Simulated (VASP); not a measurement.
## Ge: single point with PBE

The system is Ge.

```
Ge
1.0
     4.12156    0.00000    0.00000
    -2.06078    3.56938    0.00000
     0.00000    0.00000   12.97838
Ge
8
Cartesian
  0.0000 0.0000 5.3158
  0.0000 0.0000 7.6626
  0.0000 0.0000 11.8050
  0.0000 0.0000 1.1734
  0.0000 2.3796 4.4672
  2.0608 1.1898 8.5112
  2.0608 1.1898 10.9564
  0.0000 2.3796 2.0220
```

This isn't the form of Ge at room conditions, which is diamond.

This cell differs from its parent crystal: atoms shifted along a free coordinate, c/a of the conventional cell at fixed volume 3.1489.

- Program: VASP 6.6.1
- Task: single point
- Functional: PBE
- Potentials or basis: VASP PAW PBE potentials, release 64 (Ge_d)
- Cutoff: 520 eV
- k mesh: 15 × 15 × 4
- Occupations: gaussian, width 0.15 eV
- Spin: no spin polarisation

The pressure is 0.5 GPa, the largest force is 1.236 eV/Å and the band gap on the k mesh is zero (bands 56 and 57 overlap by 0.18 eV).

Forces on the atoms (eV/Å):
```
Ge   0.000  0.000 -1.236
Ge   0.000  0.000  1.236
Ge   0.000  0.000 -1.236
Ge   0.000  0.000  1.236
Ge   0.000  0.000  0.522
Ge   0.000  0.000 -0.522
Ge   0.000  0.000  0.522
Ge   0.000  0.000 -0.522
```

Stress tensor (GPa, compression positive):
```
-2.49  0.00  0.00
 0.00 -2.49  0.00
 0.00  0.00  6.36
```

Levels at points of the mesh, in eV from the Fermi level:
| k point | band 52 | band 53 | band 54 | band 55 | band 56 | band 57 | band 58 | band 59 | band 60 | band 61 |
| --- | --- | --- | --- | --- | --- | --- | --- | --- | --- | --- |
| (0.00, 0.00, 0.00) | -0.97 | -0.97 | -0.47 | -0.36 | -0.30 | 0.08 | 0.08 | 0.20 | 0.51 | 2.07 |
| (0.00, 0.00, 0.50) | -1.45 | -0.34 | -0.34 | -0.34 | -0.34 | -0.18 | -0.18 | 0.80 | 0.80 | 2.55 |

Run time: 28 min on 1 thread of Oxide Virtual Turin-like Processor, with other jobs on the host, peak memory 0.72 GiB.

Caveat: the stress differs along the axes, from -2 to 6 GPa; semilocal functionals underestimate gaps, and a narrow one can read as zero; forces of over 1 eV/Å act on the atoms, so gaps and moduli don't describe the material at rest.
